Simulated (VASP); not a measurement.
Crystal: Dy5C.

```xyz
6
Lattice="0.0000 4.1185 4.1185 4.1185 0.0000 4.1185 4.1185 4.1185 0.0000" Properties=species:S:1:pos:R:3 pbc="T T T"
Dy    5.1576    5.1576    5.1576
Dy    3.0794    3.0794    5.1576
Dy    3.0794    5.1576    3.0794
Dy    5.1576    3.0794    3.0794
Dy    0.0000    0.0000    0.0000
C     2.0592    2.0592    2.0592
```

The cell was built from a structure type or drawn by symmetry, and may not be a known phase.

| Property | Result |
| --- | --- |
| Program | VASP 6.6.1 |
| Task | relaxation of cell and atoms |
| Functional | PBE |
| Potentials or basis | VASP PAW PBE potentials, release 64 (Dy_3, C), 4f in core |
| Cutoff | 600 eV |
| k mesh | 4 × 4 × 4 |
| Occupations | gaussian, width 0.2 eV |
| Spin | no spin polarisation |

At the start: pressure 11.6 GPa; volume 23.29 Å³/atom.

How do energy, volume and symmetry change on relaxing?

Over 4 steps the energy falls by 191.2 meV/atom and the volume is 29.45 Å³/atom (+26.4 %); space group F-43m (No. 216, to 0.1 Å) before and after.

The path:
```
step  energy change (eV)  largest force (eV/Å)  pressure (GPa)  volume (Å³)
   1              0.0000                0.6931           11.59       139.72
   2             -1.1287                0.4174           -0.05       176.63
   3             -1.1298                0.3923            0.22       175.24
   4             -1.1471                0.0517            0.00       176.67
```

Final structure:
```
Dy C
1.0
     0.00000    4.45360    4.45360
     4.45360    0.00000    4.45360
     4.45360    4.45360    0.00000
Dy C
5 1
Direct
  0.62508 0.62508 0.62508
  0.62508 0.62508 0.12476
  0.62508 0.12476 0.62508
  0.12476 0.62508 0.62508
  0.00000 0.00000 0.00000
  0.25000 0.25000 0.25000
```

Caveat: the volume moved by over 15 % at a fixed basis, so the end points are rough; the relaxation stopped at a loose force limit of 0.08 eV/Å, so its end isn't a converged minimum.
